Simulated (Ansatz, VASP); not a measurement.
## Two plane-wave programs on SnO2

INCAR

```
SYSTEM = SnO2
PREC = Accurate ; ENCUT = 520
EDIFF = 1E-6 ; ISMEAR = 0
SIGMA = 0.05 ; LREAL = .FALSE.
LASPH = .TRUE. ; NELM = 100
ALGO = Normal ; ISIF = 2
LWAVE = .FALSE. ; LCHARG = .TRUE.
GGA = PE ; IVDW = 12
LELF = .TRUE. ; LVHAR = .TRUE.
NBANDS = 35
```

KPOINTS

```
regular mesh
0
G
  12 12 4
  0 0 0
```

File POSCAR:

```
SnO2
1.0
    3.1576622583      0.0000000000      0.0000000000
   -1.5788311291      2.7346157322      0.0000000000
    0.0000000000      0.0000000000     10.1640545523
Sn O
2 4
Direct
   -0.1299952337      0.0000000000      0.5000000000
    0.1299952337      0.0000000000      0.0000000000
    0.5350373549      0.3333333333      0.4018520904
    0.7982959785      0.3333333333      0.0981479096
    0.2017040215      0.6666666667      0.5981479096
    0.4649626451      0.6666666667      0.9018520904
```

Input for Ansatz:

```yaml
crystal:
  lattice:
    - [3.1576622583, 0.0, 0.0]
    - [-1.5788311291, 2.7346157322, 0.0]
    - [0.0, 0.0, 10.1640545523]
  atoms:
    - { symbol: Sn, position: [-0.1299952337, 0.0, 0.5] }
    - { symbol: Sn, position: [0.1299952337, 0.0, 0.0] }
    - { symbol: O, position: [0.5350373549, 0.3333333333, 0.4018520904] }
    - { symbol: O, position: [0.7982959785, 0.3333333333, 0.0981479096] }
    - { symbol: O, position: [0.2017040215, 0.6666666667, 0.5981479096] }
    - { symbol: O, position: [0.4649626451, 0.6666666667, 0.9018520904] }
basis:
  ecutwfc: 520.0
kpoints:
  mp_grid: { grid: [12, 12, 4] }
hamiltonian:
  xc: pbe
  pseudopotentials: { kind: paw, azcp: { folder: soft_1 } }
  dispersion: d3bj
scf:
  occupations: { method: gaussian, width: 0.05 }
output:
  forces: true
  stress: true
  eigenvalues: true
```

Change from the starting cell: mode 1 frozen in at -0.423 Å, equal normal strain along x, y and z -0.0167.

Alike in both runs: task single point; functional PBE; dispersion D3(BJ); k mesh 12 × 12 × 4; occupations gaussian, width 0.05 eV; no spin polarisation.

```csv
,VASP,Ansatz
version,VASP 6.6.1,Ansatz 0.2.0
potentials or method,"VASP PAW PBE potentials, release 64 (Sn_d, O), cutoff 520 eV","scalar-relativistic, plane waves, PAW"
valence electrons in the cell,52,52
```

VASP gave:

```
gap on the k mesh at the Fermi level (eV)                     : 2.46
least direct gap on the mesh (eV)                             : 2.87
pressure (GPa)                                                : 8.3
traceless stress, the component that is largest in VASP (GPa) : -4.18
rms of the force components (eV/Å)                            : 0.331
```

Estimate Ansatz's values.

gap on the k mesh at the Fermi level (eV): 2.48; least direct gap on the mesh (eV): 2.88; pressure (GPa): 7.6; traceless stress, the component that is largest in VASP (GPa): -3.78; rms of the force components (eV/Å): 0.300.

Atom by atom the forces differ by 0.031 eV/Å (rms over components).
